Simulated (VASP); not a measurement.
# Ga4SbAs3 in VASP: notebook

The runs below take Ga4SbAs3 through single point, relaxation of cell and atoms, with PBE.

Everything below comes from runs of VASP 6.6.1. Logs are shortened: lines on timing, memory, paths and dates and some standing lists are left out, and cuts for length are marked.

### 1 The cell of the first run

The typed cell holds 8 atoms: a = 5.868 Å, b = 5.868 Å, c = 5.870 Å, α = 90.00°, β = 90.00°, γ = 90.00°.

### 2 Single point, PBE

The input, INCAR:

```
  ALGO = Normal
  EDIFF = 1E-6
  ENCUT = 520
  GGA = PE
  ISIF = 2
  ISMEAR = 0
  LASPH = T
  LCHARG = F
  LREAL = F
  LWAVE = F
  NBANDS = 46
  NELM = 80
  PREC = Accurate
  SIGMA = 0.2
```

The input, KPOINTS:

```
k-points
0
Gamma
  4 4 4
```

The input, POSCAR:

```
Ga4SbAs3
1.0
    5.8681227713      0.0000536100     -0.0000232145
    0.0000463738      5.8684784064      0.0002215280
   -0.0000189693      0.0002108928      5.8697724184
Ga Sb As
4 1 3
Direct
    0.2417518827      0.7583289140      0.7584108133
    0.2416144778      0.2416546780      0.2416048659
    0.7582994826      0.7583473756      0.2417154634
    0.7583558917      0.2416751800      0.7582742100
    0.4999349656      0.4999681306      0.4999761283
   -0.0000481550      0.5000223206     -0.0000110980
    0.0000498166     -0.0000405247      0.5000162278
    0.5000416381      0.0000439258      0.0000133893
```

Potentials or basis: VASP PAW PBE potentials, release 64 (Ga_d, Sb, As).

Started as:

```console
$ cat potpaw_PBE.64/Ga_d/POTCAR potpaw_PBE.64/Sb/POTCAR potpaw_PBE.64/As/POTCAR > POTCAR
$ mpirun -np 1 vasp_std > vasp.out
```

OUTCAR:

```text
EDIFF = 1E-6
   ENCUT = 520
   GGA = PE
   ISIF = 2
   ISMEAR = 0
   LASPH = T
   LREAL = F
   NELM = 80
   PREC = Accurate

 ion  position               nearest neighbor table
   1  0.242  0.758  0.758-   8 2.51   6 2.51   7 2.51   5 2.63
   2  0.242  0.242  0.242-   6 2.51   8 2.51   7 2.51   5 2.63
   3  0.758  0.758  0.242-   8 2.51   7 2.51   6 2.51   5 2.63
   4  0.758  0.242  0.758-   8 2.51   6 2.51   7 2.51   5 2.63
   5  0.500  0.500  0.500-   4 2.63   3 2.63   1 2.63   2 2.63
   6  1.000  0.500  1.000-   2 2.51   1 2.51   4 2.51   3 2.51
   7  0.000  1.000  0.500-   2 2.51   4 2.51   3 2.51   1 2.51
   8  0.500  0.000  0.000-   1 2.51   3 2.51   2 2.51   4 2.51

  LATTYP: Found a simple monoclinic cell.
 ALAT       =     5.8684784108
 B/A-ratio  =     0.9999393984
 C/A-ratio  =     1.0002205020
 COS(beta)  =    -0.0000736774

  Lattice vectors:

 A1 = (   0.0000463738,   5.8684784064,   0.0002215280)
 A2 = (   5.8681227713,   0.0000536100,  -0.0000232145)
 A3 = (   0.0000189693,  -0.0002108928,  -5.8697724184)

Analysis of symmetry for initial positions (statically):
=====================================================================
 Subroutine PRICEL returns:
 Original cell was already a primitive cell.

 Routine SETGRP: Setting up the symmetry group for a
 simple monoclinic supercell.

 Subroutine GETGRP returns: Found  1 space group operations
 (whereof  1 operations were pure point group operations)
 out of a pool of  4 trial point group operations.

The static configuration has the point symmetry C_1 .

Analysis of symmetry for dynamics (positions and initial velocities):
=====================================================================
 Subroutine PRICEL returns:
 Original cell was already a primitive cell.

 Routine SETGRP: Setting up the symmetry group for a
 simple monoclinic supercell.

 Subroutine GETGRP returns: Found  1 space group operations
 (whereof  1 operations were pure point group operations)
 out of a pool of  4 trial point group operations.

The dynamic configuration has the point symmetry C_1 .

 Subroutine INISYM returns: Found  1 space group operations
 (whereof  1 operations are pure point group operations),
 and found     1 'primitive' translations

----------------------------------------------------------------------------------------

                                     Primitive cell

  volume of cell :     202.1371

  direct lattice vectors                    reciprocal lattice vectors
     5.868122771  0.000053610 -0.000023214     0.170412249 -0.000001347  0.000000551
     0.000046374  5.868478406  0.000221528    -0.000001557  0.170401922 -0.000006122
    -0.000018969  0.000210893  5.869772418     0.000000674 -0.000006431  0.170364357

  length of vectors
     5.868122772  5.868478411  5.869772422     0.170412249  0.170401922  0.170364357

  position of ions in fractional coordinates (direct lattice)
     0.241751883  0.758328914  0.758410813
     0.241614478  0.241654678  0.241604866
     0.758299483  0.758347376  0.241715463
     0.758355892  0.241675180  0.758274210
     0.499934966  0.499968131  0.499976128
     0.999951845  0.500022321  0.999988902
     0.000049817  0.999959475  0.500016228
     0.500041638  0.000043926  0.000013389

  ion indices of the primitive-cell ions
   primitive index   ion index
                 1           1
                 2           2
                 3           3
                 4           4
                 5           5
                 6           6
                 7           7
                 8           8

----------------------------------------------------------------------------------------

 KPOINTS: k-points

Automatic generation of k-mesh.
 Grid dimensions read from file:
 generate k-points for:    4    4    4

 Generating k-lattice:

  Cartesian coordinates                     Fractional coordinates (reciprocal lattice)
     0.042603062 -0.000000337  0.000000138     0.250000000  0.000000000  0.000000000
    -0.000000389  0.042600481 -0.000001531    -0.000000000  0.250000000  0.000000000
     0.000000169 -0.000001608  0.042591089     0.000000000  0.000000000  0.250000000

  Length of vectors
     0.042603062  0.042600481  0.042591089

  Shift w.r.t. Gamma in fractional coordinates (k-lattice)
     0.000000000  0.000000000  0.000000000

 Subroutine IBZKPT returns following result:
 ===========================================

 Found     36 irreducible k-points:

 Following reciprocal coordinates:
            Coordinates               Weight
  0.000000  0.000000  0.000000      1.000000
  0.250000  0.000000 -0.000000      2.000000
  0.500000  0.000000 -0.000000      1.000000
  0.000000  0.250000  0.000000      2.000000
  0.250000  0.250000  0.000000      2.000000
  0.250000 -0.250000 -0.000000      2.000000
[... 16 lines left out ...]
 -0.000000 -0.250000  0.250000      2.000000
  0.250000 -0.250000  0.250000      2.000000
 [... further k-points ...]
   k-points           NKPTS =     36   k-points in BZ     NKDIM =     36   number of bands    NBANDS=     46
   number of dos      NEDOS =    301   number of ions     NIONS =      8
   total plane-waves  NPLWV = 110592
   dimension x,y,z NGX =    48 NGY =   48 NGZ =   48
   dimension x,y,z NGXF=    96 NGYF=   96 NGZF=   96
   ions per type =               4   1   3
   NGX,Y,Z   is equivalent  to a cutoff of  13.60, 13.60, 13.59 a.u.
   NGXF,Y,Z  is equivalent  to a cutoff of  27.20, 27.20, 27.19 a.u.
 SYSTEM =  unknown system
   PREC   = accura    normal or accurate (medium, high low for compatibility)
   ISTART =      0    job   : 0-new  1-cont  2-samecut
   ICHARG =      2    charge: 1-file 2-atom 10-const
   ISPIN  =      1    spin polarized calculation?
   LNONCOLLINEAR =      F non collinear calculations
   LSORBIT =      F    spin-orbit coupling
   LASPH  =      T    aspherical Exc in radial PAW
   ENCUT  =  520.0 eV  38.22 Ry    6.18 a.u.  10.91 10.91 10.91*2*pi/ulx,y,z
   NELM   =     80;   NELMIN=  2; NELMDL= -5     # of ELM steps
   EDIFF  = 0.1E-05   stopping-criterion for ELM
   LREAL  =      F    real-space projection
   EDIFFG = 0.1E-04   stopping-criterion for IOM
   NSW    =      0    number of steps for IOM
   IBRION =     -1    ionic relax: 0-MD 1-quasi-New 2-CG
   NFREE  =      0    steps in history (QN), initial steepest desc. (CG)
   ISIF   =      2    stress and relaxation
   ISYM   =      2    0-nonsym 1-usesym 2-fastsym
   POTIM  = 0.5000    time-step for ionic-motion
   TEBEG  =    0.0;   TEEND  =   0.0 temperature during run
   PSTRESS=    0.0 pullay stress
   NELECT =      72.0000    total number of electrons
   NUPDOWN=      -1.0000    fix difference up-down
   EMIN   =  10.00;   EMAX   =-10.00  energy-range for DOS
   EFERMI =   0.00;   METHOD = LEGACY
   ISMEAR =     0;   SIGMA  =   0.20  broadening in eV -4-tet -1-fermi 0-gaus
   EFERMI_NEDOS =   21; number of points for ismear=-14 and -15
   IALGO  =     38    algorithm
   IMIX   =      4    mixing-type and parameters
     AMIX     =   0.40;   BMIX     =  1.00
     AMIX_MAG =   1.60;   BMIX_MAG =  1.00
  volume/ion in A,a.u.               =      25.27       170.51
  Fermi-wavevector in a.u.,A,eV,Ry     =   1.160478  2.192986 18.323099  1.346710
  Thomas-Fermi vector in A             =   2.297060
   LORBIT       =      0    0 simple, 1 ext, 2 COOP (PROOUT), +10 PAW based schemes
   GGA     = PE    functional components
   LHFCALC =     F    Hartree Fock is set to
   AEXX    =    0.0000 exact exchange contribution
   IVDW    =     0    specifies the selected vdW correction
   LEPSILON=     F    determine dielectric tensor
   LRPA    =     F    only Hartree local field effects (RPA)
 non-spin polarized calculation
 Gauss-broadening in eV      SIGMA  =   0.20
  energy-cutoff  :      520.00
  volume of cell :      202.14
 maximum number of plane-waves:      5520
 NGX is ok and might be reduce to    48
   NGX = 21   NGY = 21   NGZ = 21

 number of electron      71.9999986 magnetization

 Free energy of the ion-electron system (eV)
  ---------------------------------------------------
  ext. energy  EPLUGINS =         0.00000000
  ---------------------------------------------------
  free energy    TOTEN  =       -31.98332706 eV

  energy without entropy =      -31.97713000  energy(sigma->0) =      -31.98022853

 E-fermi :   3.8721     XC(G=0):  -9.2374

 val. band max:        3.7981146801   @ k =   0.0000   0.0000   0.0000
 cond. band min:       4.2349727345   @ k =   0.5000   0.5000   0.5000
 fundamental gap:      0.4368580544
 Fermi energy:         3.8721131133

 k-point     1 :       0.0000    0.0000    0.0000
  band No.  band energies     occupation
      1     -11.1172      2.00000
      2     -11.1172      2.00000
      3     -11.1042      2.00000
      4     -11.0377      2.00000
      5     -11.0376      2.00000
      6     -11.0376      2.00000
[... 38 lines left out ...]
     45       7.2311      0.00000
     46       7.2319      0.00000

 k-point     2 :       0.2500    0.0000   -0.0000
  band No.  band energies     occupation
      1     -11.1134      2.00000
      2     -11.1097      2.00000
      3     -11.0980      2.00000
      4     -11.0493      2.00000
      5     -11.0331      2.00000
      6     -11.0330      2.00000
[... 38 lines left out ...]
     45       8.1222      0.00000
     46       8.1239      0.00000

 k-point     3 :       0.5000    0.0000   -0.0000
  band No.  band energies     occupation
      1     -11.1092      2.00000
      2     -11.1000      2.00000
      3     -11.0868      2.00000
      4     -11.0673      2.00000
      5     -11.0242      2.00000
      6     -11.0242      2.00000
[... 1018 lines left out ...]
     45       8.0209      0.00000
     46       8.8473      0.00000

 k-point    24 :       0.2500   -0.2500    0.2500
  band No.  band energies     occupation
      1     -11.1031      2.00000
      2     -11.1030      2.00000
      3     -11.0909      2.00000
      4     -11.0599      2.00000
      5     -11.0303      2.00000
      6     -11.0303      2.00000
[... 38 lines left out ...]
     45       8.1306      0.00000
     46       9.4072      0.00000

 [... further k-points ...]

------------------------ aborting loop because EDIFF is reached ----------------------------------------

  FORCE on cell =-STRESS in cart. coord.  units (eV):
  Direction    XX          YY          ZZ          XY          YZ          ZX
  --------------------------------------------------------------------------------------
  -------------------------------------------------------------------------------------
  Total        0.1859684      0.1820147      0.1678568     -0.0009106     -0.0037543      0.0009721
  in kB        1.4740214      1.4426839      1.3304657     -0.0072173     -0.0297573      0.0077053
  external PRESSURE =       1.4157237 kB  Pullay stress =       0.0000000 kB

 VOLUME and BASIS-vectors are now :
 -----------------------------------------------------------------------------
  energy-cutoff  :      520.00
  volume of cell :      202.14
      direct lattice vectors                 reciprocal lattice vectors
     5.868122771  0.000053610 -0.000023214     0.170412249 -0.000001347  0.000000551
     0.000046374  5.868478406  0.000221528    -0.000001557  0.170401922 -0.000006122
    -0.000018969  0.000210893  5.869772418     0.000000674 -0.000006431  0.170364357

 POSITION                                       TOTAL-FORCE (eV/Angst)
 -----------------------------------------------------------------------------------
      1.41865      4.45041      4.45186         0.004992     -0.006478     -0.007285
      1.41783      1.41821      1.41821         0.006406      0.006732      0.007487
      4.44983      4.45044      1.41897        -0.005265     -0.006989      0.006455
      4.45012      1.41847      4.45093        -0.005949      0.006260     -0.006541
      2.93369      2.93418      2.93485         0.000593      0.000103     -0.000022
      5.86784      2.93463      5.86979         0.000064      0.000349      0.000134
      0.00033      5.86835      2.93520        -0.000637      0.000241      0.000146
      2.93431      0.00028      0.00007        -0.000205     -0.000218     -0.000373
 -----------------------------------------------------------------------------------
    total drift:                                0.000036      0.000008     -0.000030

  FREE ENERGIE OF THE ION-ELECTRON SYSTEM (eV)
  ---------------------------------------------------
  free  energy   TOTEN  =       -31.9833270630 eV

  energy  without entropy=      -31.9771300044  energy(sigma->0) =      -31.98022853
```

Wall time 7.2 min (1 thread of Intel Xeon 6975P-C, shared host); peak memory 0.5 GiB.

What came out:

| Item | Value |
| --- | --- |
| Free energy | -31.9833 eV |
| Pressure | 0.1 GPa |
| Largest force | 0.012 eV/Å |
| Band gap on the k mesh | zero (filled and empty bands touch) |

Forces in eV/Å, atoms in the order of the input:
```
Ga   0.005 -0.006 -0.007
Ga   0.006  0.007  0.007
Ga  -0.005 -0.007  0.006
Ga  -0.006  0.006 -0.007
Sb   0.001  0.000  0.000
As   0.000  0.000  0.000
As  -0.001  0.000  0.000
As   0.000  0.000  0.000
```

Caveat: spin-orbit coupling is left out, which moves the levels of the heavy elements.

### 3 Relaxation of cell and atoms, PBE

The input, INCAR:

```
SYSTEM = Ga4SbAs3
  PREC = Accurate
  ENCUT = 600
  EDIFF = 1E-7
  ISMEAR = 0
  SIGMA = 0.1
  LREAL = .FALSE.
  LASPH = .TRUE.
  NELM = 60
  ALGO = Normal
  ISIF = 3
  LWAVE = .FALSE.
  LCHARG = .FALSE.
  GGA = PE
  IBRION = 2
  NSW = 100
  EDIFFG = -0.01
```

The input, KPOINTS:

```
Automatic mesh
0
G
  6 6 6
  0 0 0
```

The input, POSCAR:

```
Ga4SbAs3
1.0
    5.8676540000      0.0000000000      0.0000000000
    0.0000000000      5.8676540000      0.0000000000
    0.0000000000      0.0000000000      5.8676540000
Ga Sb As
4 1 3
Direct
    0.2417920000      0.7582080000      0.7582080000
    0.2417920000      0.2417920000      0.2417920000
    0.7582080000      0.7582080000      0.2417920000
    0.7582080000      0.2417920000      0.7582080000
    0.5000000000      0.5000000000      0.5000000000
    0.0000000000      0.5000000000      0.0000000000
    0.0000000000      0.0000000000      0.5000000000
    0.5000000000      0.0000000000      0.0000000000
```

Potentials or basis: VASP PAW PBE potentials, release 64 (Ga_d, Sb, As).

Started as:

```console
$ cat potpaw_PBE.64/Ga_d/POTCAR potpaw_PBE.64/Sb/POTCAR potpaw_PBE.64/As/POTCAR > POTCAR
$ mpirun -np 1 vasp_std > vasp.out
```

It took 6.3 min on 1 thread of Intel Xeon 6975P-C, shared host; peak memory 0.46 GiB.

It converged, with:

- Free energy: -32.0042 eV
- Relaxed volume: 25.32 Å³/atom
- Relaxed cell: a = 5.873 Å, b = 5.873 Å, c = 5.873 Å, α = 90.00°, β = 90.00°, γ = 90.00°
- Space group after relaxing (to 0.05 Å): P-43m (No. 215)
- Energy gained by relaxing: 0.0 meV/atom
- Ionic steps: 2
- Pressure after relaxing: 0.0 GPa
- Largest force after relaxing: 0.004 eV/Å
- Band gap on the k mesh: zero (filled and empty bands touch)

Forces in eV/Å, atoms in the order of the input:
```
Ga   0.002 -0.002 -0.002
Ga   0.002  0.002  0.002
Ga  -0.002 -0.002  0.002
Ga  -0.002  0.002 -0.002
Sb   0.000  0.000  0.000
As   0.000  0.000  0.000
As   0.000  0.000  0.000
As   0.000  0.000  0.000
```

Step by step:
```
step  energy change (eV)  largest force (eV/Å)  pressure (GPa)  volume (Å³)
   1              0.0000                0.0049            0.12       202.02
   2             -0.0001                0.0040           -0.03       202.58
```

Final structure:
```
CELL_PARAMETERS angstrom
5.87305 0.00000 0.00000
0.00000 5.87305 0.00000
0.00000 0.00000 5.87305
ATOMIC_POSITIONS crystal
Ga 0.24182 0.75818 0.75818
Ga 0.24182 0.24182 0.24182
Ga 0.75818 0.75818 0.24182
Ga 0.75818 0.24182 0.75818
Sb 0.50000 0.50000 0.50000
As 0.00000 0.50000 0.00000
As 0.00000 0.00000 0.50000
As 0.50000 0.00000 0.00000
```

Levels at points of the mesh, in eV from the Fermi level:
```tsv
k point	band 32	band 33	band 34	band 35	band 36	band 37	band 38	band 39	band 40	band 41
(0.00, 0.00, 0.00)	-2.50	-2.50	-0.25	-0.04	-0.04	-0.04	1.38	1.38	1.38	1.47
(0.50, 0.00, 0.00)	-3.07	-1.84	-1.84	-1.42	-1.42	1.61	1.79	2.63	3.08	3.99
(0.50, 0.50, 0.00)	-3.04	-1.55	-1.33	-0.99	-0.99	2.08	2.08	2.42	2.63	4.77
(0.50, 0.50, 0.50)	-1.28	-1.28	-0.79	-0.79	-0.79	0.39	0.39	0.39	1.27	4.21
```

Caveat: spin-orbit coupling is left out, which moves the levels of the heavy elements.

### 4 Single point, PBE

The input, INCAR:

```
ALGO = Normal
EDIFF = 1E-6
ENCUT = 520
GGA = PE
ISIF = 2
ISMEAR = 0
LASPH = True
LCHARG = True
LELF = True
LREAL = False
LVHAR = True
LWAVE = False
NBANDS = 46
NELM = 100
PREC = Accurate
SIGMA = 0.1
```

The input, KPOINTS:

```
k-points
0
Gamma
  4 4 4
```

POSCAR is that of step 3.

Started as:

```console
$ cat potpaw_PBE.64/Ga_d/POTCAR potpaw_PBE.64/Sb/POTCAR potpaw_PBE.64/As/POTCAR > POTCAR
$ mpirun -np 1 vasp_std > vasp.out
```

Wall time 53 s (1 thread of Intel Xeon 6975P-C (Granite Rapids), shared host); peak memory 0.37 GiB.

It converged, with:

```yaml
Free_energy: -31.9806 eV
Pressure: 0.2 GPa
Largest_force: 0.006 eV/Å
Band_gap_on_the_k_mesh: zero (filled and empty bands touch)
```

Forces in eV/Å, atoms in the order of the input:
```
Ga  -0.004  0.004  0.004
Ga  -0.004 -0.004 -0.004
Ga   0.004  0.004 -0.004
Ga   0.004 -0.004  0.004
Sb   0.000  0.000  0.000
As   0.000  0.000  0.000
As   0.000  0.000  0.000
As   0.000  0.000  0.000
```

Levels at points of the mesh, in eV from the Fermi level:
```
           k point  band 33  band 34  band 35  band 36  band 37  band 38  band 39  band 40
(0.00, 0.00, 0.00)    -2.50    -0.23    -0.03    -0.03    -0.03     1.39     1.39     1.39
(0.50, 0.00, 0.00)    -1.84    -1.84    -1.41    -1.41     1.62     1.80     2.65     3.09
(0.50, 0.50, 0.00)    -1.54    -1.32    -0.98    -0.98     2.09     2.09     2.44     2.65
(0.50, 0.50, 0.50)    -1.28    -0.78    -0.78    -0.78     0.41     0.41     0.41     1.29
```

Caveat: spin-orbit coupling is left out, which moves the levels of the heavy elements.

(Continued in part 2 of 2.)
